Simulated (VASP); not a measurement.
# ScAl (Pm-3m) in VASP: a series of runs

ScAl is run at these levels: LDA; tasks: single point, relaxation of cell and atoms.

Everything below comes from runs of VASP 6.6.1. Logs are shortened: lines on timing, memory, paths and dates and some standing lists are left out, and cuts for length are marked.

### Step 1. The cell of the first run

It takes space group Pm-3m (No. 221, cubic). Conventional cell: a = 3.308 Å, b = 3.308 Å, c = 3.308 Å, α = 90.00°, β = 90.00°, γ = 90.00°. Within 3.8 Å of Sc (site symmetry m-3m) lie 8 Al at 2.86 Å and 6 Sc at 3.31 Å. Within 3.8 Å of Al (site symmetry m-3m) lie 8 Sc at 2.86 Å and 6 Al at 3.31 Å.

### Step 2. Single point, LDA

Contents of INCAR:

```
  PREC = Accurate
  ENCUT = 520
  EDIFF = 1E-6
  ISMEAR = 0
  SIGMA = 0.1
  LREAL = False
  LASPH = True
  NELM = 60
  ALGO = Normal
  ISIF = 2
  LWAVE = False
  LCHARG = False
  NBANDS = 14
```

Contents of KPOINTS:

```
Automatic mesh
0
Gamma
  12 12 12
```

Contents of POSCAR:

```
ScAl
1.0
    3.3076961071      0.0000000000      0.0000000000
    0.0000000000      3.3076961071      0.0000000000
    0.0000000000      0.0000000000      3.3076961071
Sc Al
1 1
Direct
    0.5000000000      0.5000000000      0.5000000000
    0.0000000000      0.0000000000      0.0000000000
```

Potentials or basis: VASP PAW LDA potentials, release 64 (Sc_sv, Al).

On the command line:

```
$ cat potpaw_LDA.64/Sc_sv/POTCAR potpaw_LDA.64/Al/POTCAR > POTCAR
$ mpirun -np 1 vasp_std > vasp.out
```

OUTCAR:

```text
PREC = Accurate
   ENCUT = 520
   EDIFF = 1E-6
   ISMEAR = 0
   LREAL = False
   LASPH = True
   NELM = 60
   ISIF = 2

 ion  position               nearest neighbor table
   1  0.500  0.500  0.500-   2 2.86   2 2.86   2 2.86   2 2.86   2 2.86   2 2.86   2 2.86   2 2.86

   2  0.000  0.000  0.000-   1 2.86   1 2.86   1 2.86   1 2.86   1 2.86   1 2.86   1 2.86   1 2.86

  LATTYP: Found a simple cubic cell.
 ALAT       =     3.3076961071

  Lattice vectors:

 A1 = (   3.3076961071,   0.0000000000,   0.0000000000)
 A2 = (   0.0000000000,   3.3076961071,   0.0000000000)
 A3 = (   0.0000000000,   0.0000000000,   3.3076961071)

Analysis of symmetry for initial positions (statically):
=====================================================================
 Subroutine PRICEL returns:
 Original cell was already a primitive cell.

 Routine SETGRP: Setting up the symmetry group for a
 simple cubic supercell.

 Subroutine GETGRP returns: Found 48 space group operations
 (whereof 48 operations were pure point group operations)
 out of a pool of 48 trial point group operations.

The static configuration has the point symmetry O_h .

Analysis of symmetry for dynamics (positions and initial velocities):
=====================================================================
 Subroutine PRICEL returns:
 Original cell was already a primitive cell.

 Routine SETGRP: Setting up the symmetry group for a
 simple cubic supercell.

 Subroutine GETGRP returns: Found 48 space group operations
 (whereof 48 operations were pure point group operations)
 out of a pool of 48 trial point group operations.

The dynamic configuration has the point symmetry O_h .

 Subroutine INISYM returns: Found 48 space group operations
 (whereof 48 operations are pure point group operations),
 and found     1 'primitive' translations

----------------------------------------------------------------------------------------

                                     Primitive cell

  volume of cell :      36.1890

  direct lattice vectors                    reciprocal lattice vectors
     3.307696107  0.000000000  0.000000000     0.302325234  0.000000000  0.000000000
     0.000000000  3.307696107  0.000000000     0.000000000  0.302325234  0.000000000
     0.000000000  0.000000000  3.307696107     0.000000000  0.000000000  0.302325234

  length of vectors
     3.307696107  3.307696107  3.307696107     0.302325234  0.302325234  0.302325234

  position of ions in fractional coordinates (direct lattice)
     0.500000000  0.500000000  0.500000000
     0.000000000  0.000000000  0.000000000

  ion indices of the primitive-cell ions
   primitive index   ion index
                 1           1
                 2           2

----------------------------------------------------------------------------------------

 KPOINTS: Automatic mesh

Automatic generation of k-mesh.
 Grid dimensions read from file:
 generate k-points for:   12   12   12

 Generating k-lattice:

  Cartesian coordinates                     Fractional coordinates (reciprocal lattice)
     0.025193770  0.000000000  0.000000000     0.083333333  0.000000000  0.000000000
     0.000000000  0.025193770  0.000000000     0.000000000  0.083333333  0.000000000
     0.000000000  0.000000000  0.025193770     0.000000000  0.000000000  0.083333333

  Length of vectors
     0.025193770  0.025193770  0.025193770

  Shift w.r.t. Gamma in fractional coordinates (k-lattice)
     0.000000000  0.000000000  0.000000000

 Subroutine IBZKPT returns following result:
 ===========================================

 Found     84 irreducible k-points:

 Following reciprocal coordinates:
            Coordinates               Weight
  0.000000  0.000000  0.000000      1.000000
  0.083333  0.000000  0.000000      6.000000
  0.166667  0.000000  0.000000      6.000000
  0.250000  0.000000  0.000000      6.000000
  0.333333  0.000000  0.000000      6.000000
  0.416667  0.000000  0.000000      6.000000
[... 16 lines left out ...]
  0.333333  0.333333  0.000000     12.000000
  0.416667  0.333333  0.000000     24.000000
 [... further k-points ...]
   k-points           NKPTS =     84   k-points in BZ     NKDIM =     84   number of bands    NBANDS=     14
   number of dos      NEDOS =    301   number of ions     NIONS =      2
   total plane-waves  NPLWV =  21952
   dimension x,y,z NGX =    28 NGY =   28 NGZ =   28
   dimension x,y,z NGXF=    56 NGYF=   56 NGZF=   56
   ions per type =               1   1
   NGX,Y,Z   is equivalent  to a cutoff of  14.07, 14.07, 14.07 a.u.
   NGXF,Y,Z  is equivalent  to a cutoff of  28.15, 28.15, 28.15 a.u.
 SYSTEM =  unknown system
   PREC   = accura    normal or accurate (medium, high low for compatibility)
   ISTART =      0    job   : 0-new  1-cont  2-samecut
   ICHARG =      2    charge: 1-file 2-atom 10-const
   ISPIN  =      1    spin polarized calculation?
   LNONCOLLINEAR =      F non collinear calculations
   LSORBIT =      F    spin-orbit coupling
   LASPH  =      T    aspherical Exc in radial PAW
   ENCUT  =  520.0 eV  38.22 Ry    6.18 a.u.   6.15  6.15  6.15*2*pi/ulx,y,z
   NELM   =     60;   NELMIN=  2; NELMDL= -5     # of ELM steps
   EDIFF  = 0.1E-05   stopping-criterion for ELM
   LREAL  =      F    real-space projection
   EDIFFG = 0.1E-04   stopping-criterion for IOM
   NSW    =      0    number of steps for IOM
   IBRION =     -1    ionic relax: 0-MD 1-quasi-New 2-CG
   NFREE  =      0    steps in history (QN), initial steepest desc. (CG)
   ISIF   =      2    stress and relaxation
   ISYM   =      2    0-nonsym 1-usesym 2-fastsym
   POTIM  = 0.5000    time-step for ionic-motion
   TEBEG  =    0.0;   TEEND  =   0.0 temperature during run
   PSTRESS=    0.0 pullay stress
   NELECT =      14.0000    total number of electrons
   NUPDOWN=      -1.0000    fix difference up-down
   EMIN   =  10.00;   EMAX   =-10.00  energy-range for DOS
   EFERMI =   0.00;   METHOD = LEGACY
   ISMEAR =     0;   SIGMA  =   0.10  broadening in eV -4-tet -1-fermi 0-gaus
   EFERMI_NEDOS =   21; number of points for ismear=-14 and -15
   IALGO  =     38    algorithm
   IMIX   =      4    mixing-type and parameters
     AMIX     =   0.40;   BMIX     =  1.00
     AMIX_MAG =   1.60;   BMIX_MAG =  1.00
  volume/ion in A,a.u.               =      18.09       122.11
  Fermi-wavevector in a.u.,A,eV,Ry     =   1.192867  2.254191 19.360150  1.422931
  Thomas-Fermi vector in A             =   2.328895
   LORBIT       =      0    0 simple, 1 ext, 2 COOP (PROOUT), +10 PAW based schemes
   GGA     = CA    functional components
   LHFCALC =     F    Hartree Fock is set to
   AEXX    =    0.0000 exact exchange contribution
   IVDW    =     0    specifies the selected vdW correction
   LEPSILON=     F    determine dielectric tensor
   LRPA    =     F    only Hartree local field effects (RPA)
 non-spin polarized calculation
 Gauss-broadening in eV      SIGMA  =   0.10
  energy-cutoff  :      520.00
  volume of cell :       36.19
 maximum number of plane-waves:       992
 NGX is ok and might be reduce to    28
   NGX = 13   NGY = 13   NGZ = 13

 number of electron      14.0000003 magnetization

 Free energy of the ion-electron system (eV)
  ---------------------------------------------------
  ext. energy  EPLUGINS =         0.00000000
  ---------------------------------------------------
  free energy    TOTEN  =       -11.89142132 eV

  energy without entropy =      -11.88814600  energy(sigma->0) =      -11.88978366

 E-fermi :   6.2533     XC(G=0): -10.7651

 val. band max:        6.1992133408   @ k =   0.4167   0.4167   0.0833
 cond. band min:       6.2536077260   @ k =   0.5000   0.4167   0.1667
 fundamental gap:      0.0543943851
 Fermi energy:         6.2533260092

 k-point     1 :       0.0000    0.0000    0.0000
  band No.  band energies     occupation
      1     -42.4133      2.00000
      2     -21.3379      2.00000
      3     -21.3379      2.00000
      4     -21.3379      2.00000
      5      -2.3475      2.00000
      6       5.5042      2.00000
      7       5.5042      2.00000
      8       9.0923      0.00000
      9       9.0923      0.00000
     10       9.0923      0.00000
     11      10.2595      0.00000
     12      10.2595      0.00000
     13      10.2595      0.00000
     14      15.2583      0.00000

 k-point     2 :       0.0833    0.0000    0.0000
  band No.  band energies     occupation
      1     -42.4119      2.00000
      2     -21.3535      2.00000
      3     -21.3365      2.00000
      4     -21.3365      2.00000
      5      -2.2428      2.00000
      6       5.4163      2.00000
      7       5.5573      2.00000
      8       8.7606      0.00000
      9       8.7606      0.00000
     10       9.1083      0.00000
     11       9.9657      0.00000
     12      10.6582      0.00000
     13      10.6582      0.00000
     14      15.0626      0.00000

 k-point     3 :       0.1667    0.0000    0.0000
  band No.  band energies     occupation
      1     -42.4082      2.00000
      2     -21.3959      2.00000
      3     -21.3328      2.00000
      4     -21.3328      2.00000
      5      -1.9335      2.00000
      6       5.0627      2.00000
      7       5.7092      2.00000
      8       8.2225      0.00000
      9       8.2225      0.00000
     10       9.1529      0.00000
     11       9.5289      0.00000
     12      11.4040      0.00000
     13      11.4040      0.00000
     14      14.5390      0.00000
[... 324 lines left out ...]
 k-point    23 :       0.3333    0.3333    0.0000
  band No.  band energies     occupation
      1     -42.3834      2.00000
      2     -21.4892      2.00000
      3     -21.4829      2.00000
      4     -21.3071      2.00000
      5       0.4357      2.00000
      6       4.0301      2.00000
      7       4.7055      2.00000
      8       6.8247      0.00000
      9       7.7240      0.00000
     10       8.1196      0.00000
     11      10.0478      0.00000
     12      11.2306      0.00000
     13      13.1026      0.00000
     14      14.0797      0.00000

 k-point    24 :       0.4167    0.3333    0.0000
  band No.  band energies     occupation
      1     -42.3798      2.00000
      2     -21.5254      2.00000
      3     -21.4801      2.00000
      4     -21.3034      2.00000
      5       0.9240      2.00000
      6       3.5488      2.00000
      7       4.9079      2.00000
      8       6.5545      0.00002
      9       7.6541      0.00000
     10       8.0998      0.00000
     11      10.1039      0.00000
     12      11.4996      0.00000
     13      12.4874      0.00000
     14      14.0238      0.00000

 [... further k-points ...]

------------------------ aborting loop because EDIFF is reached ----------------------------------------

  FORCE on cell =-STRESS in cart. coord.  units (eV):
  Direction    XX          YY          ZZ          XY          YZ          ZX
  --------------------------------------------------------------------------------------
  -------------------------------------------------------------------------------------
  Total        0.0381273      0.0381273      0.0381273      0.0000000      0.0000000      0.0000000
  in kB        1.6879880      1.6879880      1.6879880      0.0000000      0.0000000      0.0000000
  external PRESSURE =       1.6879880 kB  Pullay stress =       0.0000000 kB

 VOLUME and BASIS-vectors are now :
 -----------------------------------------------------------------------------
  energy-cutoff  :      520.00
  volume of cell :       36.19
      direct lattice vectors                 reciprocal lattice vectors
     3.307696107  0.000000000  0.000000000     0.302325234  0.000000000  0.000000000
     0.000000000  3.307696107  0.000000000     0.000000000  0.302325234  0.000000000
     0.000000000  0.000000000  3.307696107     0.000000000  0.000000000  0.302325234

 POSITION                                       TOTAL-FORCE (eV/Angst)
 -----------------------------------------------------------------------------------
      1.65385      1.65385      1.65385         0.000000      0.000000      0.000000
      0.00000      0.00000      0.00000         0.000000      0.000000      0.000000
 -----------------------------------------------------------------------------------
    total drift:                                0.000000      0.000000      0.000000

  FREE ENERGIE OF THE ION-ELECTRON SYSTEM (eV)
  ---------------------------------------------------
  free  energy   TOTEN  =       -11.8914213185 eV

  energy  without entropy=      -11.8881460024  energy(sigma->0) =      -11.88978366
```

It took 34 s on 1 thread of Intel Xeon Platinum 8259CL at 2.50GHz (Skylake/Cascade Lake), shared host; peak memory 0.17 GiB.

What came out:

```
Free energy            : -11.8914 eV
Pressure               : 0.2 GPa
Band gap on the k mesh : zero (bands 7 and 8 overlap by 1.15 eV)
```

### Step 3. Single point, LDA

This run uses another cell than the first one, of 18.14 Å³/atom.

Contents of INCAR:

```
ALGO = Normal
EDIFF = 1E-6
ENCUT = 520
GGA = CA
ISIF = 2
ISMEAR = -1
LASPH = T
LCHARG = F
LREAL = F
LWAVE = F
NBANDS = 14
NELM = 80
PREC = Accurate
SIGMA = 0.15
```

Contents of KPOINTS:

```
k-points
0
Gamma
  12 12 12
```

Contents of POSCAR:

```
ScAl
1.0
    3.3103785511      0.0000000000      0.0000000000
    0.0000000000      3.3103785511      0.0000000000
    0.0000000000      0.0000000000      3.3103785511
Sc Al
1 1
Direct
    0.5000000000      0.5000000000      0.5000000000
    0.0000000000      0.0000000000      0.0000000000
```

Potentials or basis: VASP PAW LDA potentials, release 64 (Sc_sv, Al).

On the command line:

```
$ cat potpaw_LDA.64/Sc_sv/POTCAR potpaw_LDA.64/Al/POTCAR > POTCAR
$ mpirun -np 1 vasp_std > vasp.out
```

It took 34 s on 1 thread of Intel Xeon Platinum 8259CL at 2.50GHz (Skylake/Cascade Lake), shared host; peak memory 0.17 GiB.

It converged, with:

| Quantity | Value |
| --- | --- |
| Free energy | -11.9217 eV |
| Pressure | 0.2 GPa |
| Band gap on the k mesh | zero (bands 7 and 8 overlap by 1.16 eV) |

Levels at points of the mesh, in eV from the Fermi level:
```
           k point  band 3  band 4  band 5  band 6  band 7  band 8  band 9  band 10  band 11  band 12
(0.00, 0.00, 0.00)  -27.58  -27.58   -8.59   -0.73   -0.73    2.85    2.85     2.85     4.00     4.00
(0.50, 0.00, 0.00)  -27.56  -27.56   -5.65   -4.60    0.25    0.81    0.81     3.10     4.05     6.21
(0.50, 0.50, 0.00)  -27.77  -27.54   -4.80   -1.75   -1.75   -0.82    1.58     1.58     3.92     5.27
(0.50, 0.50, 0.50)  -27.74  -27.74   -2.64   -2.64   -2.64   -0.25    3.18     3.18     3.18     3.99
```

(Part 1 of 2 ends here.)

The gap in the log of VASP goes by the Fermi energy; the results here count the filled bands.